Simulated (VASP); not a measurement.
# BN (Fm-3m) in VASP: notebook

BN is run at these levels: PBEsol, LDA; tasks: single point.

All numbers are computed with VASP 6.6.1; they aren't measurements. Logs are shortened: lines on timing, memory, paths and dates and some standing lists are left out, and cuts for length are marked.

### 1 The cell of the first run

The structure is cubic, space group Fm-3m (No. 225). Conventional cell: a = 3.483 Å, b = 3.483 Å, c = 3.483 Å, α = 90.00°, β = 90.00°, γ = 90.00°. Within 2.3 Å of B (site symmetry m-3m) lie 6 N at 1.74 Å. Within 2.3 Å of N (site symmetry m-3m) lie 6 B at 1.74 Å.

### 2 Single point, PBEsol

INCAR reads:

```
PREC     = Accurate       # precision mode
ENCUT    = 520            # plane-wave cutoff, eV
EDIFF    = 1E-7           # SCF threshold, eV
ISMEAR   = -1             # smearing method
SIGMA    = 0.02           # smearing width, eV
LREAL    = F              # projectors in reciprocal space
LASPH    = T              # aspherical terms in the spheres
NELM     = 80             # most SCF steps
ALGO     = Normal         # electronic algorithm
ISIF     = 2              # what is computed and relaxed
LWAVE    = F              # write WAVECAR
LCHARG   = F              # write CHGCAR
GGA      = PS             # functional
NBANDS   = 11             # bands
```

KPOINTS reads:

```
Automatic mesh
0
Gamma
  12 12 12
```

POSCAR reads:

```
BN
1.0
    0.0000000000      1.7413578070      1.7413578070
    1.7413578070      0.0000000000      1.7413578070
    1.7413578070      1.7413578070      0.0000000000
B N
1 1
Direct
    0.0000000000      0.0000000000      0.0000000000
    0.5000000000      0.5000000000      0.5000000000
```

Potentials or basis: VASP PAW PBE potentials, release 64 (B, N).

Run with:

```sh
$ cat potpaw_PBE.64/B/POTCAR potpaw_PBE.64/N/POTCAR > POTCAR
$ mpirun -np 1 vasp_std > vasp.out
```

OUTCAR:

```text
PREC = Accurate
   ENCUT = 520
   EDIFF = 1E-7
   ISMEAR = -1
   LREAL = F
   LASPH = T
   NELM = 80
   ISIF = 2
   GGA = PS

 ion  position               nearest neighbor table
   1  0.000  0.000  0.000-   2 1.74   2 1.74   2 1.74   2 1.74   2 1.74   2 1.74
   2  0.500  0.500  0.500-   1 1.74   1 1.74   1 1.74   1 1.74   1 1.74   1 1.74

  LATTYP: Found a face centered cubic cell.
 ALAT       =     3.4827156140

  Lattice vectors:

 A1 = (   0.0000000000,   1.7413578070,   1.7413578070)
 A2 = (   1.7413578070,   0.0000000000,   1.7413578070)
 A3 = (   1.7413578070,   1.7413578070,   0.0000000000)

Analysis of symmetry for initial positions (statically):
=====================================================================
 Subroutine PRICEL returns:
 Original cell was already a primitive cell.

 Routine SETGRP: Setting up the symmetry group for a
 face centered cubic supercell.

 Subroutine GETGRP returns: Found 48 space group operations
 (whereof 48 operations were pure point group operations)
 out of a pool of 48 trial point group operations.

The static configuration has the point symmetry O_h .

Analysis of symmetry for dynamics (positions and initial velocities):
=====================================================================
 Subroutine PRICEL returns:
 Original cell was already a primitive cell.

 Routine SETGRP: Setting up the symmetry group for a
 face centered cubic supercell.

 Subroutine GETGRP returns: Found 48 space group operations
 (whereof 48 operations were pure point group operations)
 out of a pool of 48 trial point group operations.

The dynamic configuration has the point symmetry O_h .

 Subroutine INISYM returns: Found 48 space group operations
 (whereof 48 operations are pure point group operations),
 and found     1 'primitive' translations

----------------------------------------------------------------------------------------

                                     Primitive cell

  volume of cell :      10.5607

  direct lattice vectors                    reciprocal lattice vectors
     0.000000000  1.741357807  1.741357807    -0.287132259  0.287132259  0.287132259
     1.741357807  0.000000000  1.741357807     0.287132259 -0.287132259  0.287132259
     1.741357807  1.741357807  0.000000000     0.287132259  0.287132259 -0.287132259

  length of vectors
     2.462651828  2.462651828  2.462651828     0.497327660  0.497327660  0.497327660

  position of ions in fractional coordinates (direct lattice)
     0.000000000  0.000000000  0.000000000
     0.500000000  0.500000000  0.500000000

  ion indices of the primitive-cell ions
   primitive index   ion index
                 1           1
                 2           2

----------------------------------------------------------------------------------------

 KPOINTS: Automatic mesh

Automatic generation of k-mesh.
 Grid dimensions read from file:
 generate k-points for:   12   12   12

 Generating k-lattice:

  Cartesian coordinates                     Fractional coordinates (reciprocal lattice)
    -0.023927688  0.023927688  0.023927688     0.083333333  0.000000000  0.000000000
     0.023927688 -0.023927688  0.023927688     0.000000000  0.083333333  0.000000000
     0.023927688  0.023927688 -0.023927688     0.000000000  0.000000000  0.083333333

  Length of vectors
     0.041443972  0.041443972  0.041443972

  Shift w.r.t. Gamma in fractional coordinates (k-lattice)
     0.000000000  0.000000000  0.000000000

 Subroutine IBZKPT returns following result:
 ===========================================

 Found     72 irreducible k-points:

 Following reciprocal coordinates:
            Coordinates               Weight
  0.000000  0.000000  0.000000      1.000000
  0.083333  0.000000  0.000000      8.000000
  0.166667  0.000000  0.000000      8.000000
  0.250000  0.000000  0.000000      8.000000
  0.333333  0.000000  0.000000      8.000000
  0.416667  0.000000  0.000000      8.000000
[... 16 lines left out ...]
  0.500000  0.166667  0.000000     24.000000
 -0.416667  0.166667  0.000000     24.000000
 [... further k-points ...]
   k-points           NKPTS =     72   k-points in BZ     NKDIM =     72   number of bands    NBANDS=     11
   number of dos      NEDOS =    301   number of ions     NIONS =      2
   total plane-waves  NPLWV =   5832
   dimension x,y,z NGX =    18 NGY =   18 NGZ =   18
   dimension x,y,z NGXF=    36 NGYF=   36 NGZF=   36
   ions per type =               1   1
   NGX,Y,Z   is equivalent  to a cutoff of  12.15, 12.15, 12.15 a.u.
   NGXF,Y,Z  is equivalent  to a cutoff of  24.30, 24.30, 24.30 a.u.
 SYSTEM =  unknown system
   PREC   = accura    normal or accurate (medium, high low for compatibility)
   ISTART =      0    job   : 0-new  1-cont  2-samecut
   ICHARG =      2    charge: 1-file 2-atom 10-const
   ISPIN  =      1    spin polarized calculation?
   LNONCOLLINEAR =      F non collinear calculations
   LSORBIT =      F    spin-orbit coupling
   LASPH  =      T    aspherical Exc in radial PAW
   ENCUT  =  520.0 eV  38.22 Ry    6.18 a.u.   4.58  4.58  4.58*2*pi/ulx,y,z
   NELM   =     80;   NELMIN=  2; NELMDL= -5     # of ELM steps
   EDIFF  = 0.1E-06   stopping-criterion for ELM
   LREAL  =      F    real-space projection
   EDIFFG = 0.1E-05   stopping-criterion for IOM
   NSW    =      0    number of steps for IOM
   IBRION =     -1    ionic relax: 0-MD 1-quasi-New 2-CG
   NFREE  =      0    steps in history (QN), initial steepest desc. (CG)
   ISIF   =      2    stress and relaxation
   ISYM   =      2    0-nonsym 1-usesym 2-fastsym
   POTIM  = 0.5000    time-step for ionic-motion
   TEBEG  =    0.0;   TEEND  =   0.0 temperature during run
   PSTRESS=    0.0 pullay stress
   NELECT =       8.0000    total number of electrons
   NUPDOWN=      -1.0000    fix difference up-down
   EMIN   =  10.00;   EMAX   =-10.00  energy-range for DOS
   EFERMI =   0.00;   METHOD = LEGACY
   ISMEAR =    -1;   SIGMA  =   0.02  broadening in eV -4-tet -1-fermi 0-gaus
   EFERMI_NEDOS =   21; number of points for ismear=-14 and -15
   IALGO  =     38    algorithm
   IMIX   =      4    mixing-type and parameters
     AMIX     =   0.40;   BMIX     =  1.00
     AMIX_MAG =   1.60;   BMIX_MAG =  1.00
  volume/ion in A,a.u.               =       5.28        35.63
  Fermi-wavevector in a.u.,A,eV,Ry     =   1.492360  2.820151 30.302040  2.227137
  Thomas-Fermi vector in A             =   2.604897
   LORBIT       =      0    0 simple, 1 ext, 2 COOP (PROOUT), +10 PAW based schemes
   GGA     = PS    functional components
   LHFCALC =     F    Hartree Fock is set to
   AEXX    =    0.0000 exact exchange contribution
   IVDW    =     0    specifies the selected vdW correction
   LEPSILON=     F    determine dielectric tensor
   LRPA    =     F    only Hartree local field effects (RPA)
 non-spin polarized calculation
  energy-cutoff  :      520.00
  volume of cell :       10.56
 maximum number of plane-waves:       295
   NGX =  9   NGY =  9   NGZ =  9

 number of electron       7.9999997 magnetization

 Free energy of the ion-electron system (eV)
  ---------------------------------------------------
  ext. energy  EPLUGINS =         0.00000000
  ---------------------------------------------------
  free energy    TOTEN  =       -14.98394950 eV

  energy without entropy =      -14.98394950  energy(sigma->0) =      -14.98394950

 E-fermi :  11.0347     XC(G=0): -13.9219

 val. band max:       10.5395959266   @ k =  -0.1667   0.1667   0.0000
 cond. band min:      11.8252321464   @ k =   0.5000   0.5000   0.0000
 fundamental gap:      1.2856362198
 Fermi energy:        11.0347224113

 k-point     1 :       0.0000    0.0000    0.0000
  band No.  band energies     occupation
      1     -12.1520      2.00000
      2       9.6054      2.00000
      3       9.6054      2.00000
      4       9.6054      2.00000
      5      19.9462      0.00000
      6      22.6512      0.00000
      7      22.6512      0.00000
      8      22.6512      0.00000
      9      28.9767      0.00000
     10      28.9767      0.00000
     11      28.9767      0.00000

 k-point     2 :       0.0833    0.0000    0.0000
  band No.  band energies     occupation
      1     -11.9550      2.00000
      2       8.7607      2.00000
      3       9.5883      2.00000
      4       9.5883      2.00000
      5      20.1511      0.00000
      6      21.9722      0.00000
      7      21.9722      0.00000
      8      22.5225      0.00000
      9      28.3191      0.00000
     10      29.4783      0.00000
     11      29.4783      0.00000

 k-point     3 :       0.1667    0.0000    0.0000
  band No.  band energies     occupation
      1     -11.3688      2.00000
      2       6.6574      2.00000
      3       9.5606      2.00000
      4       9.5606      2.00000
      5      20.0078      0.00000
      6      20.4112      0.00000
      7      20.4112      0.00000
      8      22.7095      0.00000
      9      28.0095      0.00000
     10      30.8972      0.00000
     11      30.8972      0.00000

 k-point     4 :       0.2500    0.0000    0.0000
  band No.  band energies     occupation
      1     -10.4111      2.00000
      2       3.9962      2.00000
      3       9.5718      2.00000
      4       9.5718      2.00000
      5      18.6610      0.00000
      6      18.6610      0.00000
      7      19.2257      0.00000
      8      23.3917      0.00000
      9      28.7172      0.00000
     10      33.1127      0.00000
     11      33.1127      0.00000
[... 239 lines left out ...]
 k-point    22 :       0.4167    0.1667    0.0000
  band No.  band energies     occupation
      1      -7.9652      2.00000
      2       0.9293      2.00000
      3       7.4014      2.00000
      4       7.4556      2.00000
      5      14.7324      0.00000
      6      20.0215      0.00000
      7      20.5636      0.00000
      8      24.8140      0.00000
      9      27.1884      0.00000
     10      38.6290      0.00000
     11      41.8238      0.00000

 k-point    23 :       0.5000    0.1667    0.0000
  band No.  band energies     occupation
      1      -6.6137      2.00000
      2      -1.1050      2.00000
      3       6.6157      2.00000
      4       7.8128      2.00000
      5      14.9619      0.00000
      6      18.6958      0.00000
      7      20.4501      0.00000
      8      25.1453      0.00000
      9      29.7957      0.00000
     10      36.9935      0.00000
     11      43.0039      0.00000

 k-point    24 :      -0.4167    0.1667    0.0000
  band No.  band energies     occupation
      1      -6.3341      2.00000
      2      -1.4679      2.00000
      3       5.9337      2.00000
      4       8.5152      2.00000
      5      15.5105      0.00000
      6      17.5861      0.00000
      7      20.6505      0.00000
      8      25.0932      0.00000
      9      32.1987      0.00000
     10      35.0651      0.00000
     11      39.5927      0.00000

 [... further k-points ...]
[... 5 lines left out ...]
  --------------------------------------------------------------------------------------
  -------------------------------------------------------------------------------------
  Total        0.0206633      0.0206633      0.0206633      0.0000000      0.0000000     -0.0000000
  in kB        3.1348448      3.1348448      3.1348448      0.0000000      0.0000000     -0.0000000
  external PRESSURE =       3.1348448 kB  Pullay stress =       0.0000000 kB

 VOLUME and BASIS-vectors are now :
 -----------------------------------------------------------------------------
  energy-cutoff  :      520.00
  volume of cell :       10.56
      direct lattice vectors                 reciprocal lattice vectors
     0.000000000  1.741357807  1.741357807    -0.287132259  0.287132259  0.287132259
     1.741357807  0.000000000  1.741357807     0.287132259 -0.287132259  0.287132259
     1.741357807  1.741357807  0.000000000     0.287132259  0.287132259 -0.287132259

 POSITION                                       TOTAL-FORCE (eV/Angst)
 -----------------------------------------------------------------------------------
      0.00000      0.00000      0.00000         0.000000     -0.000000     -0.000000
      1.74136      1.74136      1.74136        -0.000000      0.000000      0.000000
 -----------------------------------------------------------------------------------
    total drift:                               -0.000000     -0.000000     -0.000000

  FREE ENERGIE OF THE ION-ELECTRON SYSTEM (eV)
  ---------------------------------------------------
  free  energy   TOTEN  =       -14.9839495012 eV

  energy  without entropy=      -14.9839495012  energy(sigma->0) =      -14.98394950
```

Wall time 4.7 s (1 thread of Intel Xeon Platinum 8375C at 2.90GHz (Ice Lake), shared host); peak memory 0.12 GiB.

What came out:

```
Free energy            : -14.9839 eV
Pressure               : 0.3 GPa
Band gap on the k mesh : 1.29 eV, indirect (least direct gap 5.86 eV)
```

Levels at points of the mesh, in eV from the valence-band top:
```
           k point  band 2  band 3  band 4  band 5  band 6  band 7
(0.00, 0.00, 0.00)   -0.93   -0.93   -0.93    9.41   12.11   12.11
(0.50, 0.00, 0.00)  -12.78   -0.71   -0.71    5.15    5.15    7.25
(0.50, 0.50, 0.00)  -12.13   -5.77   -5.77    1.29    8.54   14.71
```

Caveat: the PAW data sets were made with another functional, which shifts forces and pressure a little.

### 3 Single point, LDA

This run uses another cell than the first one, of 5.18 Å³/atom, 0.980 times its volume.

INCAR: that of step 2 with these lines changed.

```diff
@@ -7,3 +7,3 @@
 LASPH    = T              # aspherical terms in the spheres
-NELM     = 80             # most SCF steps
+NELM     = 60             # most SCF steps
 ALGO     = Normal         # electronic algorithm
@@ -12,3 +12,2 @@
 LCHARG   = F              # write CHGCAR
-GGA      = PS             # functional
 NBANDS   = 11             # bands
```

KPOINTS reads:

```
regular mesh
0
Gamma
  12 12 12
```

POSCAR reads:

```
BN
1.0
    0.0000000000      1.7297301741      1.7297301741
    1.7297301741      0.0000000000      1.7297301741
    1.7297301741      1.7297301741      0.0000000000
B N
1 1
Direct
    0.0000000000      0.0000000000      0.0000000000
    0.5000000000      0.5000000000      0.5000000000
```

Potentials or basis: VASP PAW LDA potentials, release 64 (B, N).

Run with:

```sh
$ cat potpaw_LDA.64/B/POTCAR potpaw_LDA.64/N/POTCAR > POTCAR
$ mpirun -np 1 vasp_std > vasp.out
```

Run time: 4.1 s. Hardware: 1 thread of Intel Xeon Platinum 8375C at 2.90GHz (Ice Lake), shared host; peak memory 0.11 GiB.

The run converged. Its results:

* Free energy: -15.9885 eV
* Pressure: 0.8 GPa
* Band gap on the k mesh: 1.56 eV, indirect (least direct gap 5.81 eV)

Levels at points of the mesh, in eV from the valence-band top:
```
           k point  band 1  band 2  band 3  band 4  band 5  band 6  band 7  band 8  band 9
(0.00, 0.00, 0.00)  -22.78   -0.97   -0.97   -0.97   10.03   12.12   12.12   12.12   18.68
(0.50, 0.00, 0.00)  -17.43  -12.88   -0.72   -0.72    5.10    5.10    7.53   14.17   22.84
(0.50, 0.50, 0.00)  -14.38  -12.32   -5.87   -5.87    1.56    8.64   14.77   14.77   16.47
```
